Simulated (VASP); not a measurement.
# Nb (Fm-3m) in VASP: further runs, part 2 of 2

VASP 6.6.1. The steps go on from the part before.

**3. Relaxation of cell and atoms, PBE**

This run uses another cell than the first one, of 18.92 Å³/atom.

INCAR reads:

```
  PREC = Accurate
  ENCUT = 600
  EDIFF = 1E-6
  ISMEAR = 0
  SIGMA = 0.1
  LREAL = F
  LASPH = T
  NELM = 100
  ALGO = Normal
  ISIF = 3
  LWAVE = F
  LCHARG = F
  GGA = PE
  IBRION = 2
  NSW = 90
  EDIFFG = -0.02
```

KPOINTS reads:

```
Automatic mesh
0
Gamma
  14 14 14
```

POSCAR reads:

```
Nb
1.0
    0.0000000000      2.1150000000      2.1150000000
    2.1150000000      0.0000000000      2.1150000000
    2.1150000000      2.1150000000      0.0000000000
Nb
1
Direct
    0.0000000000      0.0000000000      0.0000000000
```

Potentials or basis: VASP PAW PBE potentials, release 64 (Nb_sv).

On the command line:

```console
> cat potpaw_PBE.64/Nb_sv/POTCAR > POTCAR
> mpirun -np 1 vasp_std > vasp.out
```

OUTCAR:

```text
PREC = Accurate
   ENCUT = 600
   EDIFF = 1E-6
   ISMEAR = 0
   LREAL = F
   LASPH = T
   NELM = 100
   ISIF = 3
   GGA = PE
   IBRION = 2
   NSW = 90
   EDIFFG = -0.02

 ion  position               nearest neighbor table
   1  0.000  0.000  0.000-

  LATTYP: Found a face centered cubic cell.
 ALAT       =     4.2300000000

  Lattice vectors:

 A1 = (   0.0000000000,   2.1150000000,   2.1150000000)
 A2 = (   2.1150000000,   0.0000000000,   2.1150000000)
 A3 = (   2.1150000000,   2.1150000000,   0.0000000000)

Analysis of symmetry for initial positions (statically):
=====================================================================
 Subroutine PRICEL returns:
 Original cell was already a primitive cell.

 Routine SETGRP: Setting up the symmetry group for a
 face centered cubic supercell.

 Subroutine GETGRP returns: Found 48 space group operations
 (whereof 48 operations were pure point group operations)
 out of a pool of 48 trial point group operations.

The static configuration has the point symmetry O_h .

Analysis of symmetry for dynamics (positions and initial velocities):
=====================================================================
 Subroutine PRICEL returns:
 Original cell was already a primitive cell.

[... 222 lines left out ...]
--------------------------------------- Ionic step        3  -------------------------------------------

 number of electron      13.0000001 magnetization

 Free energy of the ion-electron system (eV)
  ---------------------------------------------------
  ext. energy  EPLUGINS =         0.00000000
  ---------------------------------------------------
  free energy    TOTEN  =        -9.89688755 eV

  energy without entropy =       -9.88762654  energy(sigma->0) =       -9.89225705

 E-fermi :  11.0082     XC(G=0): -12.3054

 val. band max:       10.9934638803   @ k =  -0.3571   0.1429   0.0000
 cond. band min:      11.0156501326   @ k =  -0.4286   0.2143   0.0000
 fundamental gap:      0.0221862522
 Fermi energy:        11.0082173636

 k-point     1 :       0.0000    0.0000    0.0000
  band No.  band energies     occupation
      1     -43.7886      2.00000
      2     -19.1712      2.00000
      3     -19.1712      2.00000
      4     -19.1712      2.00000
      5       4.7687      2.00000
      6      11.1047      0.17230
      7      11.1047      0.17230
      8      11.1047      0.17230
      9      13.7076      0.00000
     10      13.7076      0.00000
[... 287 lines left out ...]
 k-point    24 :       0.2857    0.1429    0.0000
  band No.  band energies     occupation
      1     -43.6736      2.00000
      2     -19.7796      2.00000
      3     -19.3328      2.00000
      4     -19.3209      2.00000
      5       6.9858      2.00000
      6       9.6237      2.00000
      7      11.2880      0.00008
      8      12.0873      0.00000
      9      13.2844      0.00000
     10      14.5534      0.00000

 [... further k-points ...]

------------------------ aborting loop because EDIFF is reached ----------------------------------------

  FORCE on cell =-STRESS in cart. coord.  units (eV):
  Direction    XX          YY          ZZ          XY          YZ          ZX
  --------------------------------------------------------------------------------------
  -------------------------------------------------------------------------------------
  Total       -0.0009094     -0.0009094     -0.0009094     -0.0000000     -0.0000000     -0.0000000
  in kB       -0.0778432     -0.0778432     -0.0778432     -0.0000000     -0.0000000     -0.0000000
  external PRESSURE =      -0.0778432 kB  Pullay stress =       0.0000000 kB
[... 16 lines left out ...]
  FREE ENERGIE OF THE ION-ELECTRON SYSTEM (eV)
  ---------------------------------------------------
  free  energy   TOTEN  =        -9.8968875537 eV

  energy  without entropy=       -9.8876265400  energy(sigma->0) =       -9.89225705

 reached required accuracy - stopping structural energy minimisation
```

CONTCAR:

```text
Nb
   1.00000000000000
     0.0000000000000000    2.1073921606470196    2.1073921606470196
     2.1073921606470196    0.0000000000000000    2.1073921606470196
     2.1073921606470196    2.1073921606470196    0.0000000000000000
  Nb
     1
Direct
     0.0000000000000000    0.0000000000000000    0.0000000000000000

  0.00000000E+00  0.00000000E+00  0.00000000E+00
```

Run time: 75 s. Hardware: 1 thread of AMD EPYC 7R13, shared host; peak memory 0.13 GiB.

Results:

| Quantity | Value |
| --- | --- |
| Free energy | -9.8969 eV |
| Relaxed volume | 18.72 Å³/atom |
| Relaxed cell | a = 2.980 Å, b = 2.980 Å, c = 2.980 Å, α = 60.00°, β = 60.00°, γ = 60.00° |
| Space group after relaxing (to 0.1 Å) | Fm-3m (No. 225) |
| Energy gained by relaxing | 1.1 meV/atom |
| Ionic steps | 3 |
| Pressure after relaxing | 0.0 GPa |
| Band gap on the k mesh | zero (an odd number of electrons rules out a gap without spin polarisation) |

The path:
| step | energy change (eV) | largest force (eV/Å) | pressure (GPa) | volume (Å³) |
| --- | --- | --- | --- | --- |
| 1 | 0.0000 | 0.0000 | -1.71 | 18.92 |
| 2 | 0.0021 | 0.0000 | 3.09 | 18.38 |
| 3 | -0.0011 | 0.0000 | -0.01 | 18.72 |

Final structure:
```xyz
1
Lattice="0.0000 2.1074 2.1074 2.1074 0.0000 2.1074 2.1074 2.1074 0.0000" Properties=species:S:1:pos:R:3 pbc="T T T"
Nb    0.0000    0.0000    0.0000
```

Levels at points of the mesh, in eV from the Fermi level:
| k point | band 2 | band 3 | band 4 | band 5 | band 6 | band 7 | band 8 | band 9 | band 10 |
| --- | --- | --- | --- | --- | --- | --- | --- | --- | --- |
| (0.00, 0.00, 0.00) | -30.18 | -30.18 | -30.18 | -6.24 | 0.10 | 0.10 | 0.10 | 2.70 | 2.70 |
| (0.50, 0.00, 0.00) | -31.38 | -30.33 | -30.33 | -3.85 | -0.09 | -0.09 | 1.37 | 4.67 | 4.67 |
| (0.50, 0.50, 0.00) | -31.30 | -30.60 | -30.60 | -4.07 | -3.33 | 3.59 | 4.65 | 5.23 | 5.23 |

The gap in the log of VASP goes by the Fermi energy; the results here count the filled bands.